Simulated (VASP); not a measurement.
# ZrGa2S2 (I4/mmm) in VASP: notebook, part 2 of 2

VASP 6.6.1.

## (4) Relaxation of cell and atoms, PBE

Contents of INCAR:

```
SYSTEM = ZrGa2S2
PREC = Accurate
ENCUT = 600
EDIFF = 1E-6
ISMEAR = 0
SIGMA = 0.1
LREAL = .False.
LASPH = .True.
NELM = 100
ALGO = Normal
ISIF = 3
LWAVE = .False.
LCHARG = .False.
GGA = PE
IBRION = 2
NSW = 90
EDIFFG = -0.04
```

Contents of KPOINTS:

```
regular mesh
0
Gamma
  6 6 6
  0 0 0
```

Contents of POSCAR:

```
ZrGa2S2
1.0
   -2.1437502600      2.1437502600      5.1461851400
    2.1437502600     -2.1437502600      5.1461851400
    2.1437502600      2.1437502600     -5.1461851400
Zr Ga S
1 2 2
Direct
    0.0000000000      0.0000000000      0.0000000000
    0.6288242300      0.6288242300      0.0000000000
    0.3711757700      0.3711757700      0.0000000000
    0.2500000000      0.7500000000      0.5000000000
    0.7500000000      0.2500000000      0.5000000000
```

Potentials or basis: VASP PAW PBE potentials, release 64 (Zr_sv, Ga_d, S).

Started as:

```sh
$ cat potpaw_PBE.64/Zr_sv/POTCAR potpaw_PBE.64/Ga_d/POTCAR potpaw_PBE.64/S/POTCAR > POTCAR
$ mpirun -np 1 vasp_std > vasp.out
```

OUTCAR:

```text
SYSTEM = ZrGa2S2
   PREC = Accurate
   ENCUT = 600
   EDIFF = 1E-6
   ISMEAR = 0
   LREAL = .False.
   LASPH = .True.
   NELM = 100
   ISIF = 3
   GGA = PE
   IBRION = 2
   NSW = 90
   EDIFFG = -0.04

 ion  position               nearest neighbor table
   1  0.000  0.000  0.000-   2 3.31   2 3.31   2 3.31   3 3.31   2 3.31   3 3.31   3 3.31   3 3.31

   2  0.629  0.629  0.000-   4 2.48   5 2.48   4 2.48   5 2.48   3 2.65   1 3.31   1 3.31   1 3.31
                             1 3.31
   3  0.371  0.371  0.000-   4 2.48   5 2.48   4 2.48   5 2.48   2 2.65   1 3.31   1 3.31   1 3.31
                             1 3.31
   4  0.250  0.750  0.500-   3 2.48   2 2.48   3 2.48   2 2.48
   5  0.750  0.250  0.500-   3 2.48   2 2.48   3 2.48   2 2.48

  LATTYP: Found a body centered tetragonal cell.
 ALAT       =     4.2875005200
 C/A-ratio  =     2.4005525438

  Lattice vectors:
[... 384 lines left out ...]

 Free energy of the ion-electron system (eV)
  ---------------------------------------------------
  ext. energy  EPLUGINS =         0.00000000
  ---------------------------------------------------
  free energy    TOTEN  =       -23.53160872 eV

  energy without entropy =      -23.50987646  energy(sigma->0) =      -23.52074259

 E-fermi :   7.5768     XC(G=0): -10.8037

 val. band max:        7.5754709087   @ k =   0.5000   0.3333   0.0000
 cond. band min:       7.5860823115   @ k =  -0.1667   0.1667   0.1667
 fundamental gap:      0.0106114028
 Fermi energy:         7.5768109627

 k-point     1 :       0.0000    0.0000    0.0000
  band No.  band energies     occupation
      1     -42.4527      2.00000
      2     -20.5017      2.00000
      3     -20.5017      2.00000
      4     -20.4170      2.00000
      5      -8.0326      2.00000
      6      -7.9348      2.00000
[... 781 lines left out ...]
     29       9.2197      0.00000
     30       9.4321      0.00000

 [... further k-points ...]
[... 5 lines left out ...]
  --------------------------------------------------------------------------------------
  -------------------------------------------------------------------------------------
  Total        0.1001670      0.1001670      0.0449460      0.0000000     -0.0000000      0.0000000
  in kB        1.6951683      1.6951683      0.7606396      0.0000000     -0.0000000      0.0000000
  external PRESSURE =       1.3836587 kB  Pullay stress =       0.0000000 kB
[... 20 lines left out ...]
  FREE ENERGIE OF THE ION-ELECTRON SYSTEM (eV)
  ---------------------------------------------------
  free  energy   TOTEN  =       -23.5316087156 eV

  energy  without entropy=      -23.5098764649  energy(sigma->0) =      -23.52074259

 reached required accuracy - stopping structural energy minimisation
```

It took 23 min on 1 thread of AMD EPYC 9R45 (Zen 5), shared host; peak memory 0.38 GiB.

What came out:

| Item | Value |
| --- | --- |
| Free energy | -23.5316 eV |
| Relaxed volume | 18.93 Å³/atom |
| Relaxed cell | a = 5.218 Å, b = 5.218 Å, c = 5.218 Å, α = 123.45°, β = 123.45°, γ = 84.12° |
| Space group after relaxing (to 0.1 Å) | I4/mmm (No. 139) |
| Energy gained by relaxing | 383.6 meV/atom |
| Ionic steps | 17 |
| Pressure after relaxing | 0.1 GPa |
| Largest force after relaxing | 0.024 eV/Å |
| Band gap on the k mesh | zero (bands 25 and 26 overlap by 1.04 eV) |

Forces in eV/Å, atoms in the order of the input:
```
Zr   0.000  0.000  0.000
Ga   0.000  0.000  0.024
Ga   0.000  0.000 -0.024
S    0.000  0.000  0.000
S    0.000  0.000  0.000
```

Stress tensor (GPa, compression positive):
```
0.17 0.00 0.00
0.00 0.17 0.00
0.00 0.00 0.08
```

Step by step:
```
step  energy change (eV)  largest force (eV/Å)  pressure (GPa)  volume (Å³)
   1              0.0000                0.5430            0.02        94.60
   2             -0.3981                0.0367           -1.37        94.39
   3             -0.5800                1.3961           -1.33        93.79
   4              0.0070                9.6604            5.54        91.33
   5             -0.6130                1.6190           -1.21        93.65
   6             -0.6218                2.6608           -0.55        93.25
   7             -0.9534                2.8834           -0.11        92.77
   8             -1.5198                3.0551            5.91        89.96
   9             -1.5475                3.4335            2.78        91.12
  10             -1.5810                3.3291            4.14        90.58
  11             -1.8319                0.4577            3.04        92.37
  12             -1.8323                0.3386            3.09        92.46
  13             -1.9034                0.2769            1.05        93.89
  14             -1.9153                0.2348           -0.24        94.95
  15             -1.9155                0.2393           -0.08        94.82
  16             -1.9172                0.1264            0.05        94.74
  17             -1.9178                0.0244            0.14        94.67
```

Final structure:
```cif
data_structure
_symmetry_space_group_name_H-M 'P 1'
_symmetry_Int_Tables_number 1
_cell_length_a 5.2180
_cell_length_b 5.2180
_cell_length_c 5.2180
_cell_angle_alpha 123.453
_cell_angle_beta 123.453
_cell_angle_gamma 84.117
_cell_volume 94.67
loop_
_atom_site_label
_atom_site_type_symbol
_atom_site_fract_x
_atom_site_fract_y
_atom_site_fract_z
_atom_site_occupancy
Zr1 Zr 0.00000 0.00000 0.00000 1
Ga1 Ga 0.65168 0.65168 0.00000 1
Ga2 Ga 0.34832 0.34832 0.00000 1
S1 S 0.25000 0.75000 0.50000 1
S2 S 0.75000 0.25000 0.50000 1
```

## (5) Single point, PBE, collinear spin

This run uses another cell than the first one, of the same volume but with other edges.

Contents of INCAR:

```
PREC = Accurate
ENCUT = 520
EDIFF = 1E-6
ISMEAR = 0
SIGMA = 0.1
LREAL = F
LASPH = T
NELM = 150
ALGO = Normal
ISIF = 2
LWAVE = F
LCHARG = F
ISPIN = 2
MAGMOM = 1 0 0 0 0
LORBIT = 11
LMAXMIX = 4
GGA = PE
NBANDS = 37
```

Contents of KPOINTS:

```
regular mesh
0
Gamma
  6 6 6
```

Contents of POSCAR:

```
ZrGa2S2
1.0
   -2.4724078578      2.4724078578      3.8722122323
    2.4724078578     -2.4724078578      3.8722122323
    2.4724078578      2.4724078578     -3.8722122323
Zr Ga S
1 2 2
Direct
    0.0000000000      0.0000000000      0.0000000000
    0.6518054242      0.6518054242      0.0000000000
    0.3481945758      0.3481945758      0.0000000000
    0.2500000000      0.7500000000      0.5000000000
    0.7500000000      0.2500000000      0.5000000000
```

Started as:

```sh
$ cat potpaw_PBE.64/Zr_sv/POTCAR potpaw_PBE.64/Ga_d/POTCAR potpaw_PBE.64/S/POTCAR > POTCAR
$ mpirun -np 1 vasp_std > vasp.out
```

It took 3.5 min on 1 thread of AMD EPYC 9R45 (Zen 5), shared host; peak memory 0.35 GiB.

It converged, with:

```
Free energy                                           : -23.5434 eV
Pressure                                              : 0.6 GPa
Largest force                                         : 0.079 eV/Å
Net moment                                            : 0.66 μB per cell
Site moments                                          : Zr +0.38; Ga +0.01; S +0.00 μB
Valence electrons inside the program's atomic spheres : Zr 9.68; Ga 11.69; S 3.65
```

Forces on the atoms (eV/Å):
```
Zr   0.000  0.000  0.000
Ga   0.000  0.000  0.079
Ga   0.000  0.000 -0.079
S    0.000  0.000  0.000
S    0.000  0.000  0.000
```

Stress tensor (GPa, compression positive):
```
0.89 0.00 0.00
0.00 0.89 0.00
0.00 0.00 0.16
```

Levels at points of the mesh, in eV from the Fermi level:
Spin up:
```tsv
k point	band 21	band 22	band 23	band 24	band 25	band 26	band 27	band 28	band 29	band 30
(0.00, 0.00, 0.00)	-4.68	-3.75	-3.75	-2.68	-2.51	-0.57	0.68	0.68	1.87	1.87
(0.50, 0.00, 0.00)	-4.94	-4.53	-2.09	-1.50	-0.64	0.47	1.34	1.46	1.54	2.08
(0.50, 0.50, 0.00)	-3.67	-2.85	-2.35	-0.64	0.30	0.61	0.66	0.79	1.26	1.96
(0.50, 0.50, 0.50)	-3.65	-3.65	-2.49	-2.08	-0.91	0.00	0.49	0.60	0.60	2.62
```
Spin down:
| k point | band 21 | band 22 | band 23 | band 24 | band 25 | band 26 | band 27 | band 28 | band 29 | band 30 |
| --- | --- | --- | --- | --- | --- | --- | --- | --- | --- | --- |
| (0.00, 0.00, 0.00) | -4.65 | -3.74 | -3.74 | -2.66 | -2.40 | 0.11 | 0.90 | 0.90 | 2.11 | 2.11 |
| (0.50, 0.00, 0.00) | -4.85 | -4.50 | -2.08 | -1.36 | -0.12 | 0.69 | 1.50 | 1.50 | 1.95 | 2.32 |
| (0.50, 0.50, 0.00) | -3.62 | -2.81 | -2.34 | -0.35 | 0.53 | 0.82 | 0.96 | 1.28 | 1.43 | 2.00 |
| (0.50, 0.50, 0.50) | -3.62 | -3.62 | -2.50 | -2.08 | -0.85 | 0.67 | 0.82 | 0.84 | 0.84 | 2.94 |

Caveat: a moment this small can come from the mesh or the smearing.

## (6) The runs side by side

| task | spin | cell | cutoff (eV) | gap on the mesh (eV) | pressure (GPa) | largest force (eV/Å) |
| --- | --- | --- | --- | --- | --- | --- |
| single point | off | a = 5.973 Å, angles 137.9, 137.9, 61.0°, 5 atoms, atomic positions A | 520 | none | 0.0 | 0.54 |
| single point | off | a = 5.217 Å, angles 123.4, 123.4, 84.2°, 5 atoms, atomic positions B | 520 | none | 0.1 | 0.01 |
| relaxation of cell and atoms | off | relaxed from a = 5.973 Å, angles 137.9, 137.9, 61.0°, 5 atoms, atomic positions A | 600 | none | 0.1 | 0.02 |
| single point | collinear | a = 5.217 Å, angles 123.4, 123.4, 84.2°, 5 atoms, atomic positions B | 520 | none | 0.6 | 0.08 |

Alike in all rows: level PBE; potentials or basis VASP PAW PBE potentials, release 64 (Zr_sv, Ga_d, S); k mesh 6 × 6 × 6; smearing gaussian 0.1 eV.

Caveats: the stress differs along the axes, from -10 to 5 GPa (at least some runs); a moment this small can come from the mesh or the smearing (at least some runs).

Absolute energies hang on the potentials; compare differences alone.
